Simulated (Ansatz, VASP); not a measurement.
## One calculation of Mo, two programs

INCAR

```
PREC = Accurate
ENCUT = 520
EDIFF = 1E-6
ISMEAR = -1
SIGMA = 0.05
LREAL = F
LASPH = T
NELM = 100
ALGO = Normal
ISIF = 2
LWAVE = F
LCHARG = T
GGA = PE
LELF = T
LVHAR = T
NBANDS = 21
```

The input KPOINTS:

```
regular mesh
0
Gamma
  14 14 14
```

Contents of POSCAR:

```
Mo
1.0
    0.0000000000      2.6936760050      2.6936760050
    2.6936760050      0.0000000000      2.6936760050
    2.6936760050      2.6936760050      0.0000000000
Mo
2
Direct
   -0.1250000000     -0.1250000000     -0.1250000000
    0.1250000000      0.1250000000      0.1250000000
```

Input for Ansatz:

```yaml
crystal:
  lattice:
    - [0.0, 2.693676005, 2.693676005]
    - [2.693676005, 0.0, 2.693676005]
    - [2.693676005, 2.693676005, 0.0]
  atoms:
    - { symbol: Mo, position: [-0.125, -0.125, -0.125] }
    - { symbol: Mo, position: [0.125, 0.125, 0.125] }
kpoints:
  mp_grid: { grid: [14, 14, 14] }
scf:
  occupations: { method: fermi_dirac, width: 0.05 }
hamiltonian:
  xc: pbe
  pseudopotentials: { kind: all_electron, lapw: { basis_error: 0.001 } }
output:
  forces: true
  stress: true
  eigenvalues: true
  populations: true
```

Change from the starting cell: volume scaled by 0.85, LAPW.

Alike in both runs: task single point; functional PBE; k mesh 14 × 14 × 14; occupations fermi-dirac, width 0.05 eV; no spin polarisation.

|  | VASP | Ansatz |
| --- | --- | --- |
| version | VASP 6.6.1 | Ansatz 0.2.0 |
| potentials or method | VASP PAW PBE potentials, release 64 (Mo_sv), cutoff 520 eV | all-electron LAPW, scalar-relativistic |

VASP gave:

```
pressure (GPa) : 25.1
```

Task: Estimate Ansatz's values.

Result: Pressure (GPa): 24.1.

Ansatz ran all-electron here, and VASP with PAW potentials.
